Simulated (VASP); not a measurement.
# Os (P6_3/mmc) in VASP: further runs, part 2 of 2

VASP 6.6.1.

## Step 3: Single point, r2SCAN

This run uses another cell than the first one, of 14.02 Å³/atom, 0.993 times its volume.

The input, POSCAR:

```
Os
1.0
    2.7368071050      0.0000000029      0.0000000000
   -1.3684035550      2.3701444768      0.0000000000
    0.0000000000      0.0000000000      4.3232859277
Os
2
Direct
    0.3333333333      0.6666666667      0.2500000000
    0.6666666667      0.3333333333      0.7500000000
```

The input, INCAR.step1:

```
  ALGO = Normal
  EDIFF = 1E-4
  ENCUT = 520
  GGA = PE
  ISMEAR = 0
  LASPH = T
  LCHARG = F
  LREAL = F
  LWAVE = T
  NBANDS = 15
  NELM = 60
  PREC = Accurate
  SIGMA = 0.1
```

The input, INCAR.step2:

```
  ALGO = Normal
  EDIFF = 1E-7
  ENCUT = 520
  ISIF = 2
  ISMEAR = 0
  ISTART = 1
  LASPH = T
  LCHARG = T
  LELF = T
  LMIXTAU = T
  LREAL = F
  LVHAR = T
  LWAVE = F
  METAGGA = R2SCAN
  NBANDS = 15
  NELM = 60
  PREC = Accurate
  SIGMA = 0.1
```

The input, KPOINTS:

```
k-points
0
Gamma
  18 18 10
```

Potentials or basis: VASP PAW PBE potentials, release 64 (Os).

On the command line:

```console
cat potpaw_PBE.64/Os/POTCAR > POTCAR
cp INCAR.step1 INCAR
mpirun -np 1 vasp_std > vasp.out
cp INCAR.step2 INCAR
mpirun -np 1 vasp_std > vasp.out
```

OUTCAR:

```text
EDIFF = 1E-7
   ENCUT = 520
   ISIF = 2
   ISMEAR = 0
   ISTART = 1
   LASPH = T
   LREAL = F
   METAGGA = R2SCAN
   NELM = 60
   PREC = Accurate

 ion  position               nearest neighbor table
   1  0.333  0.667  0.250-   2 2.68   2 2.68   2 2.68   2 2.68   2 2.68   2 2.68
   2  0.667  0.333  0.750-   1 2.68   1 2.68   1 2.68   1 2.68   1 2.68   1 2.68

  LATTYP: Found a hexagonal cell.
 ALAT       =     2.7368071050
 C/A-ratio  =     1.5796823677

  Lattice vectors:

 A1 = (   2.7368071050,   0.0000000029,   0.0000000000)
 A2 = (  -1.3684035550,   2.3701444768,   0.0000000000)
 A3 = (   0.0000000000,   0.0000000000,   4.3232859277)

Analysis of symmetry for initial positions (statically):
=====================================================================
 Subroutine PRICEL returns:
 Original cell was already a primitive cell.

 Routine SETGRP: Setting up the symmetry group for a
 hexagonal supercell.

 Subroutine GETGRP returns: Found 24 space group operations
 (whereof 12 operations were pure point group operations)
 out of a pool of 24 trial point group operations.

The static configuration has the point symmetry D_3d.
 The point group associated with its full space group is D_6h.

Analysis of symmetry for dynamics (positions and initial velocities):
=====================================================================
 Subroutine PRICEL returns:
 Original cell was already a primitive cell.

 Routine SETGRP: Setting up the symmetry group for a
 hexagonal supercell.

 Subroutine GETGRP returns: Found 24 space group operations
 (whereof 12 operations were pure point group operations)
 out of a pool of 24 trial point group operations.

The dynamic configuration has the point symmetry D_3d.
 The point group associated with its full space group is D_6h.

 Subroutine INISYM returns: Found 24 space group operations
 (whereof 12 operations are pure point group operations),
 and found     1 'primitive' translations

----------------------------------------------------------------------------------------

                                     Primitive cell

  volume of cell :      28.0435

  direct lattice vectors                    reciprocal lattice vectors
     2.736807105  0.000000003  0.000000000     0.365389288  0.210957604  0.000000000
    -1.368403555  2.370144477  0.000000000    -0.000000000  0.421915208  0.000000000
     0.000000000  0.000000000  4.323285928     0.000000000  0.000000000  0.231305543

  length of vectors
     2.736807105  2.736807105  4.323285928     0.421915208  0.421915208  0.231305543

  position of ions in fractional coordinates (direct lattice)
     0.333333333  0.666666667  0.250000000
     0.666666667  0.333333333  0.750000000

  ion indices of the primitive-cell ions
   primitive index   ion index
                 1           1
                 2           2

----------------------------------------------------------------------------------------

 KPOINTS: k-points

Automatic generation of k-mesh.
 Grid dimensions read from file:
 generate k-points for:   18   18   10

 Generating k-lattice:

  Cartesian coordinates                     Fractional coordinates (reciprocal lattice)
     0.020299405  0.011719867  0.000000000     0.055555556  0.000000000  0.000000000
    -0.000000000  0.023439734  0.000000000     0.000000000  0.055555556  0.000000000
     0.000000000  0.000000000  0.023130554     0.000000000  0.000000000  0.100000000

  Length of vectors
     0.023439734  0.023439734  0.023130554

  Shift w.r.t. Gamma in fractional coordinates (k-lattice)
     0.000000000  0.000000000  0.000000000

 Subroutine IBZKPT returns following result:
 ===========================================

 Found    222 irreducible k-points:

 Following reciprocal coordinates:
            Coordinates               Weight
  0.000000  0.000000  0.000000      1.000000
  0.055556  0.000000  0.000000      6.000000
  0.111111  0.000000  0.000000      6.000000
  0.166667 -0.000000  0.000000      6.000000
  0.222222  0.000000  0.000000      6.000000
  0.277778  0.000000  0.000000      6.000000
[... 16 lines left out ...]
  0.333333  0.111111  0.000000     12.000000
  0.388889  0.111111  0.000000     12.000000
 [... further k-points ...]
   k-points           NKPTS =    222   k-points in BZ     NKDIM =    222   number of bands    NBANDS=     15
   number of dos      NEDOS =    301   number of ions     NIONS =      2
   total plane-waves  NPLWV =  12800
   dimension x,y,z NGX =    20 NGY =   20 NGZ =   32
   dimension x,y,z NGXF=    40 NGYF=   40 NGZF=   64
   ions per type =               2
   NGX,Y,Z   is equivalent  to a cutoff of  12.15, 12.15, 12.31 a.u.
   NGXF,Y,Z  is equivalent  to a cutoff of  24.30, 24.30, 24.61 a.u.
 SYSTEM =  unknown system
   PREC   = accura    normal or accurate (medium, high low for compatibility)
   ISTART =      1    job   : 0-new  1-cont  2-samecut
   ICHARG =      0    charge: 1-file 2-atom 10-const
   ISPIN  =      1    spin polarized calculation?
   LNONCOLLINEAR =      F non collinear calculations
   LSORBIT =      F    spin-orbit coupling
   LASPH  =      T    aspherical Exc in radial PAW
   ENCUT  =  520.0 eV  38.22 Ry    6.18 a.u.   5.09  5.09  8.04*2*pi/ulx,y,z
   NELM   =     60;   NELMIN=  2; NELMDL=  0     # of ELM steps
   EDIFF  = 0.1E-06   stopping-criterion for ELM
   LREAL  =      F    real-space projection
   EDIFFG = 0.1E-05   stopping-criterion for IOM
   NSW    =      0    number of steps for IOM
   IBRION =     -1    ionic relax: 0-MD 1-quasi-New 2-CG
   NFREE  =      0    steps in history (QN), initial steepest desc. (CG)
   ISIF   =      2    stress and relaxation
   ISYM   =      2    0-nonsym 1-usesym 2-fastsym
   POTIM  = 0.5000    time-step for ionic-motion
   TEBEG  =    0.0;   TEEND  =   0.0 temperature during run
   PSTRESS=    0.0 pullay stress
   NELECT =      16.0000    total number of electrons
   NUPDOWN=      -1.0000    fix difference up-down
   EMIN   =  10.00;   EMAX   =-10.00  energy-range for DOS
   EFERMI =   0.00;   METHOD = LEGACY
   ISMEAR =     0;   SIGMA  =   0.10  broadening in eV -4-tet -1-fermi 0-gaus
   EFERMI_NEDOS =   21; number of points for ismear=-14 and -15
   IALGO  =     38    algorithm
   IMIX   =      4    mixing-type and parameters
     AMIX     =   0.40;   BMIX     =  1.00
     AMIX_MAG =   1.60;   BMIX_MAG =  1.00
  volume/ion in A,a.u.               =      14.02        94.62
  Fermi-wavevector in a.u.,A,eV,Ry     =   1.357804  2.565878 25.084142  1.843632
  Thomas-Fermi vector in A             =   2.484692
   LORBIT       =      0    0 simple, 1 ext, 2 COOP (PROOUT), +10 PAW based schemes
   METAGGA = R2SCAN    functional components
   LHFCALC =     F    Hartree Fock is set to
   AEXX    =    0.0000 exact exchange contribution
   IVDW    =     0    specifies the selected vdW correction
   LEPSILON=     F    determine dielectric tensor
   LRPA    =     F    only Hartree local field effects (RPA)
 non-spin polarized calculation
 Gauss-broadening in eV      SIGMA  =   0.10
  energy-cutoff  :      520.00
  volume of cell :       28.04
 maximum number of plane-waves:       774
   NGX = 11   NGY = 11   NGZ = 17

 number of electron      15.9999999 magnetization

 Free energy of the ion-electron system (eV)
  ---------------------------------------------------
  ext. energy  EPLUGINS =         0.00000000
  ---------------------------------------------------
  free energy    TOTEN  =      -106.00689989 eV

  energy without entropy =     -105.99960186  energy(sigma->0) =     -106.00325088

 E-fermi :   9.2264     XC(G=0): -15.3757

 val. band max:        9.2151686248   @ k =   0.2222   0.0556   0.3000
 cond. band min:       9.2297647863   @ k =   0.2778   0.0000   0.1000
 fundamental gap:      0.0145961616
 Fermi energy:         9.2263511413

 k-point     1 :       0.0000    0.0000    0.0000
  band No.  band energies     occupation
      1      -2.1859      2.00000
      2       1.1114      2.00000
      3       6.0623      2.00000
      4       6.0623      2.00000
      5       6.3296      2.00000
      6       6.9264      2.00000
      7       6.9264      2.00000
      8       7.5900      2.00000
      9       7.5900      2.00000
     10       9.2357      0.89427
     11      10.9704      0.00000
     12      10.9704      0.00000
     13      18.7648      0.00000
     14      24.0072      0.00000
[... 401 lines left out ...]
      2       2.2421      2.00000
      3       2.6051      2.00000
      4       5.4620      2.00000
      5       5.5506      2.00000
      6       6.4718      2.00000
      7       7.2260      2.00000
      8      10.8664      0.00000
      9      11.3137      0.00000
     10      11.7984      0.00000
     11      13.2830      0.00000
     12      16.4805      0.00000
     13      19.1424      0.00000
     14      20.2815      0.00000
     15      21.9825      0.00000

 [... further k-points ...]
[... 5 lines left out ...]
  --------------------------------------------------------------------------------------
  -------------------------------------------------------------------------------------
  Total        0.1309025      0.1309025      0.1300478      0.0000000     -0.0000000      0.0000000
  in kB        7.4786878      7.4786878      7.4298611      0.0000000     -0.0000000      0.0000000
  external PRESSURE =       7.4624122 kB  Pullay stress =       0.0000000 kB

 VOLUME and BASIS-vectors are now :
 -----------------------------------------------------------------------------
  energy-cutoff  :      520.00
  volume of cell :       28.04
      direct lattice vectors                 reciprocal lattice vectors
     2.736807105  0.000000003  0.000000000     0.365389288  0.210957604  0.000000000
    -1.368403555  2.370144477  0.000000000    -0.000000000  0.421915208  0.000000000
     0.000000000  0.000000000  4.323285928     0.000000000  0.000000000  0.231305543

 POSITION                                       TOTAL-FORCE (eV/Angst)
 -----------------------------------------------------------------------------------
     -0.00000      1.58010      1.08082        -0.000000      0.000000      0.000000
      1.36840      0.79005      3.24246         0.000000      0.000000      0.000000
 -----------------------------------------------------------------------------------
    total drift:                                0.000000     -0.000000     -0.000000

  FREE ENERGIE OF THE ION-ELECTRON SYSTEM (eV)
  ---------------------------------------------------
  free  energy   TOTEN  =      -106.0068998917 eV

  energy  without entropy=     -105.9996018595  energy(sigma->0) =     -106.00325088
```

OUTCAR.step1:

```text
EDIFF = 1E-4
   ENCUT = 520
   GGA = PE
   ISMEAR = 0
   LASPH = T
[... 655 lines left out ...]
 -----------------------------------------------------------------------------------
     -0.00000      1.58010      1.08082         0.000000      0.000000      0.000000
      1.36840      0.79005      3.24246        -0.000000     -0.000000      0.000000
 -----------------------------------------------------------------------------------
    total drift:                                0.000000     -0.000000     -0.000000

  FREE ENERGIE OF THE ION-ELECTRON SYSTEM (eV)
  ---------------------------------------------------
  free  energy   TOTEN  =       -22.4871454186 eV

  energy  without entropy=      -22.4795968265  energy(sigma->0) =      -22.48337112
```

Run time: 2.8 min. Hardware: 1 thread of Intel Xeon Platinum 8488C (Sapphire Rapids), shared host; peak memory 0.21 GiB.

What came out:

- Free energy: -106.0069 eV
- Pressure: 0.7 GPa
- Band gap on the k mesh: zero (band 8 reaches 11.32 eV, above the bottom of band 9 at 7.26 eV)

Caveat: the PAW data sets were made with another functional, which shifts forces and pressure a little; spin-orbit coupling is left out, which moves the levels of the heavy elements.

## Step 4: Single point, r2SCAN

This run uses another cell than the first one, of 14.03 Å³/atom, 0.993 times its volume.

The input, POSCAR:

```
Os
1.0
    2.7385401027      0.0000000029      0.0000000000
   -1.3692700539      2.3716452968      0.0000000000
    0.0000000000      0.0000000000      4.3213413309
Os
2
Direct
    0.3333333333      0.6666666667      0.2500000000
    0.6666666667      0.3333333333      0.7500000000
```

The input, INCAR.step1:

```
SYSTEM = Os
ALGO = Normal
EDIFF = 1E-4
ENCUT = 520
GGA = PE
ISMEAR = -1
LASPH = .True.
LCHARG = .False.
LREAL = .False.
LWAVE = .True.
NBANDS = 15
NELM = 60
PREC = Accurate
SIGMA = 0.15
```

The input, INCAR.step2:

```
SYSTEM = Os
ALGO = Normal
EDIFF = 1E-6
ENCUT = 520
ISIF = 2
ISMEAR = -1
ISTART = 1
LASPH = .True.
LCHARG = .True.
LELF = .True.
LMIXTAU = .True.
LREAL = .False.
LVHAR = .True.
LWAVE = .False.
METAGGA = R2SCAN
NBANDS = 15
NELM = 60
PREC = Accurate
SIGMA = 0.15
```

The input, KPOINTS:

```
k-points
0
Gamma
  18 18 10
  0 0 0
```

On the command line:

```console
cat potpaw_PBE.64/Os/POTCAR > POTCAR
cp INCAR.step1 INCAR
mpirun -np 1 vasp_std > vasp.out
cp INCAR.step2 INCAR
mpirun -np 1 vasp_std > vasp.out
```

It took 2.3 min on 1 thread of Intel Xeon Platinum 8488C (Sapphire Rapids), shared host; peak memory 0.2 GiB.

The run converged. Its results:

```
Free energy            : -106.0505 eV
Pressure               : 0.7 GPa
Band gap on the k mesh : zero (band 8 reaches 11.31 eV, above the bottom of band 9 at 7.25 eV)
```

Levels at points of the mesh, in eV from the Fermi level:
```tsv
k point	band 6	band 7	band 8	band 9	band 10	band 11
(0.00, 0.00, 0.00)	-2.31	-2.31	-1.66	-1.66	0.00	1.72
(0.50, 0.00, 0.00)	-2.71	-1.96	2.07	2.65	2.78	4.55
(0.00, 0.00, 0.50)	-3.39	-3.39	-3.39	0.90	0.90	0.90
(0.50, 0.00, 0.50)	-1.29	-0.20	-0.20	2.42	2.42	3.39
```

Caveat: the PAW data sets were made with another functional, which shifts forces and pressure a little; spin-orbit coupling is left out, which moves the levels of the heavy elements.

## Step 5: The runs side by side

| cell | k mesh | smearing | gap on the mesh (eV) | pressure (GPa) |
| --- | --- | --- | --- | --- |
| a = 2.746, b = 2.746, c = 4.326 Å, angles 90.0, 90.0, 120.0°, 2 atoms | 9 × 9 × 4 | gaussian 0.1 eV | none | -2.6 |
| a = 2.737, b = 2.737, c = 4.323 Å, angles 90.0, 90.0, 120.0°, 2 atoms | 18 × 18 × 10 | gaussian 0.1 eV | none | 0.7 |
| a = 2.739, b = 2.739, c = 4.321 Å, angles 90.0, 90.0, 120.0°, 2 atoms | 18 × 18 × 10 | fermi-dirac 0.15 eV | none | 0.7 |

Alike in all rows: task single point; level r2SCAN; potentials or basis VASP PAW PBE potentials, release 64 (Os); no spin polarisation; cutoff (eV) 520.

Caveats: some runs use coarse meshes; the PAW data sets were made with another functional, which shifts forces and pressure a little; spin-orbit coupling is left out, which moves the levels of the heavy elements.

Total energies depend on the potentials used, so only differences within one code and one set of settings carry meaning.
